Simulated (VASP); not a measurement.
A run of VASP 6.6.1 is set up as follows.

The input INCAR:

```
SYSTEM = AlN
  PREC = Accurate
  ENCUT = 1330
  EDIFF = 1E-6
  ISMEAR = 0
  SIGMA = 0.05
  LREAL = .FALSE.
  LASPH = .TRUE.
  NELM = 120
  ALGO = Normal
  ISIF = 2
  LWAVE = .FALSE.
  LCHARG = .FALSE.
  NBANDS = 26
  GGA_COMPAT = .FALSE.
```

Contents of KPOINTS:

```
Automatic mesh
0
G
  8 6 4
  0 0 0
```

The input POSCAR:

```
AlN
1.0
   -1.6378403119      2.8368226349      0.0000000000
    0.0000000000      0.0000000000      4.1006264518
    4.9135209358      2.8368226349      0.0000000000
Al N
4 4
Direct
    0.5364958047      0.7500000000      0.3050143626
    1.0000000000      0.7500000000      0.6666666667
    0.0000000000      0.2500000000      0.3333333333
    0.5000000000      0.2500000000      0.8333333333
    0.5000000000      0.2500000000      0.1666666667
    1.0000000000      0.2500000000      0.6666666667
    0.0000000000      0.7500000000      0.3333333333
    0.5000000000      0.7500000000      0.8333333333
```

Potentials or basis: VASP PAW LDA potentials, release 64 (Al, N_h).

Run with:

```bash
$ cat potpaw_LDA.64/Al/POTCAR potpaw_LDA.64/N_h/POTCAR > POTCAR
$ mpirun -np 1 vasp_std > vasp.out
```

What does it give for the band gap on the k mesh?

2.04 eV (least direct gap 2.10 eV).

Predict the largest force.

11.492 eV/Å.

Stress tensor (GPa, compression positive):
```
  6.53 -19.70   0.00
-19.70  38.01   0.00
  0.00   0.00   1.87
```

Caveat: the cell differs from its parent crystal (atom 1 (Al) moved by +0.620 Å along [1 0 0] and +0.496 Å along [1 2 0]); the stress differs along the axes, from 2 to 38 GPa; forces of over 1 eV/Å act on the atoms, so gaps and moduli don't describe the material at rest. A k mesh can miss the band edges.
